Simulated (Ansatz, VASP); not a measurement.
One calculation of C, two programs

```
C
1.0
     0.00000    1.78017    1.78017
     1.78017    0.00000    1.78017
     1.78017    1.78017    0.00000
C
2
Direct
  0.00000 0.00000 0.00000
  0.25000 0.25000 0.25000
```

Alike in both runs: functional r2SCAN; k mesh 12 × 12 × 12; occupations gaussian, width 0.02 eV; no spin polarisation.

Ansatz relaxed the structure, and its values are those at the end. VASP's run is a single point on that final structure, the one shown.

|  | VASP | Ansatz |
| --- | --- | --- |
| version | VASP 6.6.1 | Ansatz 0.2.0 |
| potentials or method | VASP PAW PBE potentials, release 64 (C_h), cutoff 1430 eV | scalar-relativistic, plane waves, PAW |
| valence electrons in the cell | 8 | 8 |

Ansatz gave:

- gap on the k mesh at the Fermi level (eV): 4.39
- least direct gap on the mesh (eV): 5.90
- pressure (GPa): 0.0

Question: Which values does VASP return?

Answer: gap on the k mesh at the Fermi level (eV): 4.39; least direct gap on the mesh (eV): 5.89; pressure (GPa): -0.7.

VASP's potentials were made for PBE, not for r2SCAN. With one functional, cell and mesh, what is left measures potentials, basis and numerics.
